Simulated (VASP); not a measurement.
Here is a VASP 6.6.1 calculation.

File INCAR:

```
  ALGO = Normal
  EDIFF = 1E-6
  EDIFFG = -0.04
  ENCUT = 600
  GGA = PE
  IBRION = 2
  ISIF = 3
  ISMEAR = 0
  LASPH = T
  LCHARG = F
  LREAL = F
  LWAVE = F
  NELM = 60
  NSW = 90
  PREC = Accurate
  SIGMA = 0.1
```

The input KPOINTS:

```
k-points
0
Gamma
  6 6 4
```

File POSCAR:

```
GeOs2
1.0
    3.5433871569      0.0000000000      0.0000000000
   -1.7716935785      3.0686632934      0.0000000000
    0.0000000000      0.0000000000      3.8259163655
Ge Os
1 2
Direct
    0.0000000000      0.0000000000      0.0000000000
    0.3333333333      0.6666666667      0.5000000000
    0.6666666667      0.3333333333      0.5000000000
```

Potentials or basis: VASP PAW PBE potentials, release 64 (Ge_d, Os).

Run with:

```bash
$ cat potpaw_PBE.64/Ge_d/POTCAR potpaw_PBE.64/Os/POTCAR > POTCAR
$ mpirun -np 1 vasp_std > vasp.out
```

(1) Estimate the space group after relaxing (to 0.1 Å).

(2) What does it give for the band gap on the k mesh?

Answers

(1) P6/mmm (No. 191).

(2) zero (bands 15 and 16 overlap by 1.45 eV).

Caveat: the k points lie up to 0.56 Å⁻¹ apart in the final cell, too coarse for converged energies and pressures of a metal; a cell axis changed by over 15 % at a fixed basis, so the end point is rough; spin-orbit coupling is left out, which moves the levels of the heavy elements.
